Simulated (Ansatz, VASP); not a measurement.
**CdH in VASP and in Ansatz**

Contents of INCAR:

```
SYSTEM = CdH
PREC = Accurate ; ENCUT = 600
EDIFF = 1E-6 ; ISMEAR = 0
SIGMA = 0.1 ; LREAL = .FALSE.
LASPH = .TRUE. ; NELM = 100
ALGO = Fast ; ISIF = 3
LWAVE = .FALSE. ; LCHARG = .FALSE.
GGA = PE ; IBRION = 2
NSW = 90 ; EDIFFG = -0.025
```

Contents of KPOINTS:

```
Automatic mesh
0
G
  12 12 2
  0 0 0
```

POSCAR

```
CdH
1.0
    3.1558992974      0.0000000000      0.0000000000
   -1.5779496487      2.7330889633      0.0000000000
    0.0000000000      0.0000000000     15.3149667792
Cd H
4 4
Direct
    1.0000000000      1.0000000000      0.0000000000
    0.3333333333      0.6666666667      0.2500000000
    1.0000000000      1.0000000000      0.5000000000
    0.6666666667      0.3333333333      0.7500000000
    0.3333333333      0.6666666667      0.5671665100
    0.6666666667      0.3333333333      0.4328334900
    0.6666666667      0.3333333333      0.0671665100
    0.3333333333      0.6666666667      0.9328334900
```

Input for Ansatz:

```yaml
crystal:
  lattice:
    - [3.1558992974, 0.0, 0.0]
    - [-1.5779496487, 2.7330889633, 0.0]
    - [0.0, 0.0, 15.3149667792]
  atoms:
    - { symbol: Cd, position: [1.0, 1.0, 0.0] }
    - { symbol: Cd, position: [0.3333333333, 0.6666666667, 0.25] }
    - { symbol: Cd, position: [1.0, 1.0, 0.5] }
    - { symbol: Cd, position: [0.6666666667, 0.3333333333, 0.75] }
    - { symbol: H, position: [0.3333333333, 0.6666666667, 0.56716651] }
    - { symbol: H, position: [0.6666666667, 0.3333333333, 0.43283349] }
    - { symbol: H, position: [0.6666666667, 0.3333333333, 0.06716651] }
    - { symbol: H, position: [0.3333333333, 0.6666666667, 0.93283349] }
basis:
  ecutwfc: 420
kpoints:
  mp_grid: { grid: [12, 12, 2] }
hamiltonian:
  xc: pbe
scf:
  occupations: { method: gaussian, width: 0.1 }
output:
  forces: true
  stress: true
  eigenvalues: true
relax:
  adjacent_minimum: "off"
  f_tol: 0.025
  max_steps: 70
  cell: { stress_tol: 0.12 }
```

Alike in both runs: task relaxation of cell and atoms; functional PBE; k mesh 12 × 12 × 2; occupations gaussian, width 0.1 eV; no spin polarisation.

|  | VASP | Ansatz |
| --- | --- | --- |
| version | VASP 6.6.1 | Ansatz 0.2.0 |
| potentials or method | VASP PAW PBE potentials, release 64 (Cd, H), cutoff 600 eV | scalar-relativistic, plane waves, PAW |
| valence electrons in the cell | 52 | 84 |

```tsv
	VASP	Ansatz	Ansatz less VASP
gap on the k mesh at the Fermi level, each at its own relaxed structure (eV)	none	none	-
relaxed volume (Å³/atom)	16.62	16.61	-0.006
relaxed cell length with the largest relative difference (Å)	15.322	15.280	-0.0419
```

A gap of «none» marks a metal or a gap that the smearing closes. VASP's potentials hold 52 valence electrons a cell and Ansatz's 84, so a difference there can come from the potentials and not from the codes.
